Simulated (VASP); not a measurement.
Set up this calculation in VASP 6.6.1, as the native input.

* Task: single point
* Functional: PBE
* Potentials or basis: VASP PAW PBE potentials, release 64 (Sn_d, F)
* Cutoff: 520 eV
* k mesh: 6 × 6 × 6
* Occupations: gaussian, width 0.1 eV
* Spin: no spin polarisation
* Dipole correction: no
* Further INCAR settings: ALGO = Normal; EDIFF = 1e-06; NBANDS = 60

The structure of Sn2F3 lies in POSCAR:

```
Sn2F3
1.0
    3.5562640139      2.0532099857      4.1186949892
   -3.5562640139      2.0532099857      4.1186949892
    0.0000000000     -4.1064199715      4.1186949891
Sn F
4 6
Direct
    0.8765303801      0.8765303801      0.8765303801
    0.6234696199      0.6234696199      0.6234696199
    0.1234696199      0.1234696199      0.1234696199
    0.3765303801      0.3765303801      0.3765303801
    0.0943586938      0.4056413062      0.7500000000
    0.7500000000      0.0943586938      0.4056413062
    0.4056413062      0.7500000000      0.0943586938
    0.9056413062      0.5943586938      0.2500000000
    0.2500000000      0.9056413062      0.5943586938
    0.5943586938      0.2500000000      0.9056413062
```

These files were run (other wordings do the same):

INCAR

```
PREC = Accurate
ENCUT = 520
EDIFF = 1E-6
ISMEAR = 0
SIGMA = 0.1
LREAL = False
LASPH = True
NELM = 100
ALGO = Normal
ISIF = 2
LWAVE = False
LCHARG = False
GGA = PE
NBANDS = 60
```

KPOINTS

```
Automatic mesh
0
Gamma
  6 6 6
```

Potentials or basis: VASP PAW PBE potentials, release 64 (Sn_d, F).

Launch:

```sh
$ cat potpaw_PBE.64/Sn_d/POTCAR potpaw_PBE.64/F/POTCAR > POTCAR
$ mpirun -np 1 vasp_std > vasp.out
```

Results of the run:

```yaml
Pressure: 0.0 GPa
Largest_force: 0.016 eV/Å
Band_gap_on_the_k_mesh: zero (bands 49 and 50 overlap by 0.30 eV)
```

Caveat: spin-orbit coupling is left out, which moves the levels of the heavy elements.

It took 3.2 min on 1 thread of Intel(R) Xeon(R) 6975P-C (Granite Rapids), with other jobs on the host, peak memory 0.45 GiB.
